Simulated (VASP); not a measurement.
# MgO (Fm-3m) in VASP: notebook

The runs below take MgO through single point, with LDA.

All numbers are computed with VASP 6.6.1; they aren't measurements. Logs are shortened: lines on timing, memory, paths and dates and some standing lists are left out, and cuts for length are marked.

**Experimental background.**

From “Electronic structure of alkaline earth and post-transition metal oxides”, 2009, arxiv:0908.1581, for a bulk crystal of MgO: band gap 7.83 eV.

How close the calculation comes is told below.

## 1. The cell of the first run

The structure is cubic, space group Fm-3m (No. 225). The conventional cell has a = 4.184 Å, b = 4.184 Å, c = 4.184 Å, α = 90.00°, β = 90.00°, γ = 90.00°. Mg (site symmetry m-3m) has 6 O at 2.09 Å within 2.8 Å. Within 2.8 Å of O (site symmetry m-3m) lie 6 Mg at 2.09 Å.

## 2. Single point, LDA

The input, INCAR:

```
SYSTEM = MgO
  PREC = Accurate
  ENCUT = 840
  EDIFF = 1E-6
  ISMEAR = 0
  SIGMA = 0.01
  LREAL = .False.
  LASPH = .True.
  NELM = 120
  ALGO = Normal
  ISIF = 2
  LWAVE = .False.
  LCHARG = .False.
  NBANDS = 15
  GGA_COMPAT = .False.
```

The input, KPOINTS:

```
regular mesh
0
Gamma
  10 10 10
  0 0 0
```

The input, POSCAR:

```
MgO
1.0
    0.0000000000      2.0920503856      2.0920503856
    2.0920503856      0.0000000000      2.0920503856
    2.0920503856      2.0920503856      0.0000000000
Mg O
1 1
Direct
    0.0000000000      0.0000000000      0.0000000000
    0.5000000000      0.5000000000      0.5000000000
```

Potentials or basis: VASP PAW LDA potentials, release 64 (Mg_sv, O).

Command:

```console
$ cat potpaw_LDA.64/Mg_sv/POTCAR potpaw_LDA.64/O/POTCAR > POTCAR
$ mpirun -np 1 vasp_std > vasp.out
```

OUTCAR:

```text
SYSTEM = MgO
   PREC = Accurate
   ENCUT = 840
   EDIFF = 1E-6
   ISMEAR = 0
   LREAL = .False.
   LASPH = .True.
   NELM = 120
   ISIF = 2

 ion  position               nearest neighbor table
   1  0.000  0.000  0.000-   2 2.09   2 2.09   2 2.09   2 2.09   2 2.09   2 2.09
   2  0.500  0.500  0.500-   1 2.09   1 2.09   1 2.09   1 2.09   1 2.09   1 2.09

  LATTYP: Found a face centered cubic cell.
 ALAT       =     4.1841007712

  Lattice vectors:

 A1 = (   0.0000000000,   2.0920503856,   2.0920503856)
 A2 = (   2.0920503856,   0.0000000000,   2.0920503856)
 A3 = (   2.0920503856,   2.0920503856,   0.0000000000)

Analysis of symmetry for initial positions (statically):
=====================================================================
 Subroutine PRICEL returns:
 Original cell was already a primitive cell.

 Routine SETGRP: Setting up the symmetry group for a
 face centered cubic supercell.

 Subroutine GETGRP returns: Found 48 space group operations
 (whereof 48 operations were pure point group operations)
 out of a pool of 48 trial point group operations.

The static configuration has the point symmetry O_h .

Analysis of symmetry for dynamics (positions and initial velocities):
=====================================================================
 Subroutine PRICEL returns:
 Original cell was already a primitive cell.

 Routine SETGRP: Setting up the symmetry group for a
 face centered cubic supercell.

 Subroutine GETGRP returns: Found 48 space group operations
 (whereof 48 operations were pure point group operations)
 out of a pool of 48 trial point group operations.

The dynamic configuration has the point symmetry O_h .

 Subroutine INISYM returns: Found 48 space group operations
 (whereof 48 operations are pure point group operations),
 and found     1 'primitive' translations

----------------------------------------------------------------------------------------

                                     Primitive cell

  volume of cell :      18.3124

  direct lattice vectors                    reciprocal lattice vectors
     0.000000000  2.092050386  2.092050386    -0.238999980  0.238999980  0.238999980
     2.092050386  0.000000000  2.092050386     0.238999980 -0.238999980  0.238999980
     2.092050386  2.092050386  0.000000000     0.238999980  0.238999980 -0.238999980

  length of vectors
     2.958606028  2.958606028  2.958606028     0.413960108  0.413960108  0.413960108

  position of ions in fractional coordinates (direct lattice)
     0.000000000  0.000000000  0.000000000
     0.500000000  0.500000000  0.500000000

  ion indices of the primitive-cell ions
   primitive index   ion index
                 1           1
                 2           2

----------------------------------------------------------------------------------------

 KPOINTS: regular mesh

Automatic generation of k-mesh.
 Grid dimensions read from file:
 generate k-points for:   10   10   10

 Generating k-lattice:

  Cartesian coordinates                     Fractional coordinates (reciprocal lattice)
    -0.023899998  0.023899998  0.023899998     0.100000000  0.000000000  0.000000000
     0.023899998 -0.023899998  0.023899998     0.000000000  0.100000000  0.000000000
     0.023899998  0.023899998 -0.023899998     0.000000000  0.000000000  0.100000000

  Length of vectors
     0.041396011  0.041396011  0.041396011

  Shift w.r.t. Gamma in fractional coordinates (k-lattice)
     0.000000000  0.000000000  0.000000000

 Subroutine IBZKPT returns following result:
 ===========================================

 Found     47 irreducible k-points:

 Following reciprocal coordinates:
            Coordinates               Weight
  0.000000  0.000000  0.000000      1.000000
  0.100000  0.000000  0.000000      8.000000
  0.200000  0.000000  0.000000      8.000000
  0.300000  0.000000  0.000000      8.000000
  0.400000  0.000000  0.000000      8.000000
  0.500000  0.000000  0.000000      4.000000
[... 16 lines left out ...]
  0.300000  0.300000  0.000000      6.000000
  0.400000  0.300000  0.000000     24.000000
 [... further k-points ...]
   k-points           NKPTS =     47   k-points in BZ     NKDIM =     47   number of bands    NBANDS=     15
   number of dos      NEDOS =    301   number of ions     NIONS =      2
   total plane-waves  NPLWV =  21952
   dimension x,y,z NGX =    28 NGY =   28 NGZ =   28
   dimension x,y,z NGXF=    56 NGYF=   56 NGZF=   56
   ions per type =               1   1
   NGX,Y,Z   is equivalent  to a cutoff of  15.73, 15.73, 15.73 a.u.
   NGXF,Y,Z  is equivalent  to a cutoff of  31.47, 31.47, 31.47 a.u.
 SYSTEM =  MgO
   PREC   = accura    normal or accurate (medium, high low for compatibility)
   ISTART =      0    job   : 0-new  1-cont  2-samecut
   ICHARG =      2    charge: 1-file 2-atom 10-const
   ISPIN  =      1    spin polarized calculation?
   LNONCOLLINEAR =      F non collinear calculations
   LSORBIT =      F    spin-orbit coupling
   LASPH  =      T    aspherical Exc in radial PAW
   ENCUT  =  840.0 eV  61.74 Ry    7.86 a.u.   6.99  6.99  6.99*2*pi/ulx,y,z
   NELM   =    120;   NELMIN=  2; NELMDL= -5     # of ELM steps
   EDIFF  = 0.1E-05   stopping-criterion for ELM
   LREAL  =      F    real-space projection
   EDIFFG = 0.1E-04   stopping-criterion for IOM
   NSW    =      0    number of steps for IOM
   IBRION =     -1    ionic relax: 0-MD 1-quasi-New 2-CG
   NFREE  =      0    steps in history (QN), initial steepest desc. (CG)
   ISIF   =      2    stress and relaxation
   ISYM   =      2    0-nonsym 1-usesym 2-fastsym
   POTIM  = 0.5000    time-step for ionic-motion
   TEBEG  =    0.0;   TEEND  =   0.0 temperature during run
   PSTRESS=    0.0 pullay stress
   NELECT =      16.0000    total number of electrons
   NUPDOWN=      -1.0000    fix difference up-down
   EMIN   =  10.00;   EMAX   =-10.00  energy-range for DOS
   EFERMI =   0.00;   METHOD = LEGACY
   ISMEAR =     0;   SIGMA  =   0.01  broadening in eV -4-tet -1-fermi 0-gaus
   EFERMI_NEDOS =   21; number of points for ismear=-14 and -15
   IALGO  =     38    algorithm
   IMIX   =      4    mixing-type and parameters
     AMIX     =   0.40;   BMIX     =  1.00
     AMIX_MAG =   1.60;   BMIX_MAG =  1.00
  volume/ion in A,a.u.               =       9.16        61.79
  Fermi-wavevector in a.u.,A,eV,Ry     =   1.565066  2.957546 33.326545  2.449432
  Thomas-Fermi vector in A             =   2.667597
   LORBIT       =      0    0 simple, 1 ext, 2 COOP (PROOUT), +10 PAW based schemes
   GGA     = CA    functional components
   LHFCALC =     F    Hartree Fock is set to
   AEXX    =    0.0000 exact exchange contribution
   IVDW    =     0    specifies the selected vdW correction
   LEPSILON=     F    determine dielectric tensor
   LRPA    =     F    only Hartree local field effects (RPA)
 non-spin polarized calculation
 Gauss-broadening in eV      SIGMA  =   0.01
  energy-cutoff  :      840.00
  volume of cell :       18.31
 maximum number of plane-waves:      1031
   NGX = 13   NGY = 13   NGZ = 13

 number of electron      15.9999994 magnetization

 Free energy of the ion-electron system (eV)
  ---------------------------------------------------
  ext. energy  EPLUGINS =         0.00000000
  ---------------------------------------------------
  free energy    TOTEN  =       -13.23257928 eV

  energy without entropy =      -13.23257928  energy(sigma->0) =      -13.23257928

 E-fermi :   2.8010     XC(G=0): -12.0369

 val. band max:        2.7265468531   @ k =   0.0000   0.0000   0.0000
 cond. band min:       7.5912418802   @ k =   0.0000   0.0000   0.0000
 fundamental gap:      4.8646950271
 Fermi energy:         2.8009665816

 k-point     1 :       0.0000    0.0000    0.0000
  band No.  band energies     occupation
      1     -68.5447      2.00000
      2     -36.0036      2.00000
      3     -36.0036      2.00000
      4     -36.0036      2.00000
      5     -14.3631      2.00000
      6       2.7265      2.00000
      7       2.7265      2.00000
      8       2.7265      2.00000
      9       7.5912      0.00000
     10      18.3651      0.00000
     11      18.3651      0.00000
     12      18.3651      0.00000
     13      22.4453      0.00000
     14      24.1040      0.00000
     15      24.1040      0.00000

 k-point     2 :       0.1000    0.0000    0.0000
  band No.  band energies     occupation
      1     -68.5439      2.00000
      2     -36.0133      2.00000
      3     -36.0046      2.00000
      4     -36.0046      2.00000
      5     -14.2460      2.00000
      6       2.0645      2.00000
      7       2.6548      2.00000
      8       2.6548      2.00000
      9       8.2118      0.00000
     10      17.1350      0.00000
     11      18.6121      0.00000
     12      18.6121      0.00000
     13      23.3883      0.00000
     14      23.3883      0.00000
     15      24.1052      0.00000

 k-point     3 :       0.2000    0.0000    0.0000
  band No.  band energies     occupation
      1     -68.5413      2.00000
      2     -36.0382      2.00000
      3     -36.0071      2.00000
      4     -36.0071      2.00000
      5     -13.9234      2.00000
      6       0.7086      2.00000
      7       2.4734      2.00000
      8       2.4734      2.00000
      9       9.3842      0.00000
     10      15.6487      0.00000
     11      19.1167      0.00000
     12      19.1167      0.00000
     13      22.6978      0.00000
     14      22.6978      0.00000
     15      25.0179      0.00000
[... 343 lines left out ...]
 k-point    23 :       0.3000    0.3000    0.0000
  band No.  band energies     occupation
      1     -68.5360      2.00000
      2     -36.0611      2.00000
      3     -36.0252      2.00000
      4     -36.0252      2.00000
      5     -13.2814      2.00000
      6      -0.5095      2.00000
      7       1.7557      2.00000
      8       1.7557      2.00000
      9      11.6586      0.00000
     10      12.9707      0.00000
     11      17.0928      0.00000
     12      20.6056      0.00000
     13      20.6056      0.00000
     14      26.7848      0.00000
     15      30.2105      0.00000

 k-point    24 :       0.4000    0.3000    0.0000
  band No.  band energies     occupation
      1     -68.5340      2.00000
      2     -36.0732      2.00000
      3     -36.0315      2.00000
      4     -36.0287      2.00000
      5     -13.0135      2.00000
      6      -0.9514      2.00000
      7       1.3747      2.00000
      8       1.6034      2.00000
      9      12.3060      0.00000
     10      12.7758      0.00000
     11      16.2778      0.00000
     12      20.8575      0.00000
     13      21.0713      0.00000
     14      27.5346      0.00000
     15      29.8281      0.00000

 [... further k-points ...]

------------------------ aborting loop because EDIFF is reached ----------------------------------------

  FORCE on cell =-STRESS in cart. coord.  units (eV):
  Direction    XX          YY          ZZ          XY          YZ          ZX
  --------------------------------------------------------------------------------------
  -------------------------------------------------------------------------------------
  Total       -0.2765400     -0.2765400     -0.2765400      0.0000000      0.0000000     -0.0000000
  in kB      -24.1948024    -24.1948024    -24.1948024      0.0000000      0.0000000     -0.0000000
  external PRESSURE =     -24.1948024 kB  Pullay stress =       0.0000000 kB

 VOLUME and BASIS-vectors are now :
 -----------------------------------------------------------------------------
  energy-cutoff  :      840.00
  volume of cell :       18.31
      direct lattice vectors                 reciprocal lattice vectors
     0.000000000  2.092050386  2.092050386    -0.238999980  0.238999980  0.238999980
     2.092050386  0.000000000  2.092050386     0.238999980 -0.238999980  0.238999980
     2.092050386  2.092050386  0.000000000     0.238999980  0.238999980 -0.238999980

 POSITION                                       TOTAL-FORCE (eV/Angst)
 -----------------------------------------------------------------------------------
      0.00000      0.00000      0.00000         0.000000      0.000000      0.000000
      2.09205      2.09205      2.09205        -0.000000     -0.000000     -0.000000
 -----------------------------------------------------------------------------------
    total drift:                                0.000000      0.000000      0.000000

  FREE ENERGIE OF THE ION-ELECTRON SYSTEM (eV)
  ---------------------------------------------------
  free  energy   TOTEN  =       -13.2325792800 eV

  energy  without entropy=      -13.2325792800  energy(sigma->0) =      -13.23257928
```

It took 12 s on 1 thread of Intel Xeon Platinum 8488C (Sapphire Rapids), shared host; peak memory 0.15 GiB.

What came out:

```
Free energy            : -13.2326 eV
Pressure               : -2.4 GPa
Band gap on the k mesh : 4.86 eV
```

Levels at points of the mesh, in eV from the valence-band top:
```csv
k point,band 4,band 5,band 6,band 7,band 8,band 9,band 10,band 11,band 12,band 13
"(0.00, 0.00, 0.00)",-38.73,-17.09,0.00,0.00,0.00,4.86,15.64,15.64,15.64,19.72
"(0.50, 0.00, 0.00)",-38.74,-15.65,-4.78,-0.69,-0.69,7.87,12.64,16.21,16.21,20.92
"(0.50, 0.50, 0.00)",-38.76,-15.42,-4.20,-1.39,-1.39,8.92,9.95,13.11,18.95,18.95
```

## 3. Single point, LDA

This run uses another cell than the first one, of 8.99 Å³/atom.

The input, INCAR:

```
ALGO = Normal
EDIFF = 1E-6
ENCUT = 840
GGA_COMPAT = False
ISIF = 2
ISMEAR = 0
LASPH = True
LCHARG = False
LREAL = False
LWAVE = False
NBANDS = 15
NELM = 120
PREC = Accurate
SIGMA = 0.01
```

The input, KPOINTS:

```
k-points
0
Gamma
  10 10 10
```

The input, POSCAR:

```
MgO
1.0
    0.0000000000      2.0795508132      2.0795508132
    2.0795508132      0.0000000000      2.0795508132
    2.0795508132      2.0795508132      0.0000000000
Mg O
1 1
Direct
    0.0000000000      0.0000000000      0.0000000000
    0.5000000000      0.5000000000      0.5000000000
```

Potentials or basis: VASP PAW LDA potentials, release 64 (Mg_sv, O).

Command:

```console
$ cat potpaw_LDA.64/Mg_sv/POTCAR potpaw_LDA.64/O/POTCAR > POTCAR
$ mpirun -np 1 vasp_std > vasp.out
```

OUTCAR:

```text
EDIFF = 1E-6
   ENCUT = 840
   ISIF = 2
   ISMEAR = 0
   LASPH = True
   LREAL = False
   NELM = 120
   PREC = Accurate

 ion  position               nearest neighbor table
   1  0.000  0.000  0.000-   2 2.08   2 2.08   2 2.08   2 2.08   2 2.08   2 2.08
   2  0.500  0.500  0.500-   1 2.08   1 2.08   1 2.08   1 2.08   1 2.08   1 2.08

  LATTYP: Found a face centered cubic cell.
 ALAT       =     4.1591016264

  Lattice vectors:

 A1 = (   0.0000000000,   2.0795508132,   2.0795508132)
 A2 = (   2.0795508132,   0.0000000000,   2.0795508132)
 A3 = (   2.0795508132,   2.0795508132,   0.0000000000)

Analysis of symmetry for initial positions (statically):
=====================================================================
 Subroutine PRICEL returns:
 Original cell was already a primitive cell.

 Routine SETGRP: Setting up the symmetry group for a
 face centered cubic supercell.

 Subroutine GETGRP returns: Found 48 space group operations
 (whereof 48 operations were pure point group operations)
 out of a pool of 48 trial point group operations.

The static configuration has the point symmetry O_h .
[... 174 lines left out ...]
      5     -14.3254      2.00000
      6       2.8608      2.00000
      7       2.8608      2.00000
      8       2.8608      2.00000
      9       7.9066      0.00000
     10      18.5968      0.00000
     11      18.5968      0.00000
     12      18.5968      0.00000
     13      22.7257      0.00000
     14      24.4057      0.00000
[... 401 lines left out ...]
      2     -35.8845      2.00000
      3     -35.8396      2.00000
      4     -35.8365      2.00000
      5     -12.9318      2.00000
      6      -0.8768      2.00000
      7       1.4821      2.00000
      8       1.7156      2.00000
      9      12.5773      0.00000
     10      13.0060      0.00000
     11      16.6036      0.00000
     12      21.2277      0.00000
     13      21.4449      0.00000
     14      27.8887      0.00000
     15      30.3268      0.00000

 [... further k-points ...]

------------------------ aborting loop because EDIFF is reached ----------------------------------------

  FORCE on cell =-STRESS in cart. coord.  units (eV):
  Direction    XX          YY          ZZ          XY          YZ          ZX
  --------------------------------------------------------------------------------------
  -------------------------------------------------------------------------------------
  Total        0.0708636      0.0708636      0.0708636      0.0000000      0.0000000     -0.0000000
  in kB        6.3124099      6.3124099      6.3124099      0.0000000      0.0000000     -0.0000000
  external PRESSURE =       6.3124099 kB  Pullay stress =       0.0000000 kB

 VOLUME and BASIS-vectors are now :
 -----------------------------------------------------------------------------
  energy-cutoff  :      840.00
  volume of cell :       17.99
      direct lattice vectors                 reciprocal lattice vectors
     0.000000000  2.079550813  2.079550813    -0.240436539  0.240436539  0.240436539
     2.079550813  0.000000000  2.079550813     0.240436539 -0.240436539  0.240436539
     2.079550813  2.079550813  0.000000000     0.240436539  0.240436539 -0.240436539

 POSITION                                       TOTAL-FORCE (eV/Angst)
 -----------------------------------------------------------------------------------
      0.00000      0.00000      0.00000        -0.000000      0.000000     -0.000000
      2.07955      2.07955      2.07955         0.000000     -0.000000      0.000000
 -----------------------------------------------------------------------------------
    total drift:                                0.000000      0.000000      0.000000

  FREE ENERGIE OF THE ION-ELECTRON SYSTEM (eV)
  ---------------------------------------------------
  free  energy   TOTEN  =       -13.2333975768 eV

  energy  without entropy=      -13.2333975768  energy(sigma->0) =      -13.23339758
```

OSZICAR:

```text
N       E                     dE             d eps       ncg     rms          rms(c)
DAV:   1     0.163239497171E+03    0.16324E+03   -0.13539E+04  1410   0.178E+03
DAV:   2    -0.877992913640E+01   -0.17202E+03   -0.16275E+03  1599   0.450E+02
DAV:   3    -0.147770653422E+02   -0.59971E+01   -0.59551E+01  1919   0.794E+01
DAV:   4    -0.148618130285E+02   -0.84748E-01   -0.84741E-01  1529   0.922E+00
DAV:   5    -0.148629454119E+02   -0.11324E-02   -0.11324E-02  1879   0.885E-01    0.848E+00
DAV:   6    -0.132959055364E+02    0.15670E+01   -0.24065E+00  1515   0.150E+01    0.274E+00
DAV:   7    -0.132619965993E+02    0.33909E-01   -0.15163E-01  1662   0.339E+00    0.166E+00
DAV:   8    -0.132348211012E+02    0.27175E-01   -0.45825E-02  1711   0.213E+00    0.364E-01
DAV:   9    -0.132333653808E+02    0.14557E-02   -0.40403E-03  1543   0.564E-01    0.765E-02
DAV:  10    -0.132334035995E+02   -0.38219E-04   -0.15437E-04  1823   0.151E-01    0.314E-02
DAV:  11    -0.132333976552E+02    0.59444E-05   -0.88470E-06  1690   0.343E-02    0.450E-03
DAV:  12    -0.132333975768E+02    0.78373E-07   -0.23350E-07  1027   0.632E-03
   1 F= -.13233398E+02 E0= -.13233398E+02  d E =0.000000E+00
```

stdout:

```text
POSCAR found type information on POSCAR MgO
 POSCAR found :  2 types and       2 ions
 scaLAPACK will be used
 LDA part: xc-table for (Slater(with rela. corr.)+CA(PZ))
 , standard interpolation
 POSCAR, INCAR and KPOINTS ok, starting setup
 FFT: planning ... GRIDC
 FFT: planning ... GRID_SOFT
 FFT: planning ... GRID
 WAVECAR not read
 entering main loop
```

Wall time 18 s (1 thread of Intel Xeon Platinum 8375C at 2.90GHz (Ice Lake), shared host); peak memory 0.15 GiB.

Results:

* Free energy: -13.2334 eV
* Pressure: 0.6 GPa
* Band gap on the k mesh: 5.05 eV

## 4. Against experiment

Step 3. Against the measured gap of MgO, 7.83 eV (quoted in “Electronic structure of alkaline earth and post-transition metal oxides”, 2009, arxiv:0908.1581), the calculated 5.05 eV is off by -2.78 eV. The value is that of LDA, without temperature or zero-point motion. Semilocal functionals fall short of measured gaps as a rule.
